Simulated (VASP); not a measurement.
A run of VASP 6.6.1:

The input INCAR:

```
ALGO = Normal ; EDIFF = 1E-6
ENCUT = 520 ; GGA = PS
ISIF = 2 ; ISMEAR = -1
ISPIN = 2 ; LASPH = T
LCHARG = T ; LELF = T
LMAXMIX = 4 ; LORBIT = 11
LREAL = F ; LVHAR = T
LWAVE = F ; MAGMOM = 2.5
NBANDS = 14 ; NELM = 150
PREC = Accurate ; SIGMA = 0.05
```

KPOINTS

```
k-points
0
Gamma
  15 15 15
```

The input POSCAR:

```
Fe
1.0
    0.0000000000      1.7024983329      1.7024983329
    1.7024983329      0.0000000000      1.7024983329
    1.7024983329      1.7024983329      0.0000000000
Fe
1
Direct
    0.0000000000      0.0000000000      0.0000000000
```

Potentials or basis: VASP PAW PBE potentials, release 64 (Fe).

The run is started by

```console
$ cat potpaw_PBE.64/Fe/POTCAR > POTCAR
$ mpirun -np 1 vasp_std > vasp.out
```

Hardware: 1 thread of Intel(R) Xeon(R) 6975P-C (Granite Rapids), with other jobs on the host.

**Question.** How long does it take, and how much memory?

**Answer.** Wall time 93 s on 1 thread of Intel(R) Xeon(R) 6975P-C (Granite Rapids) (shared host), peak memory 0.15 GiB. Counts: scf iterations 41, k points 120.
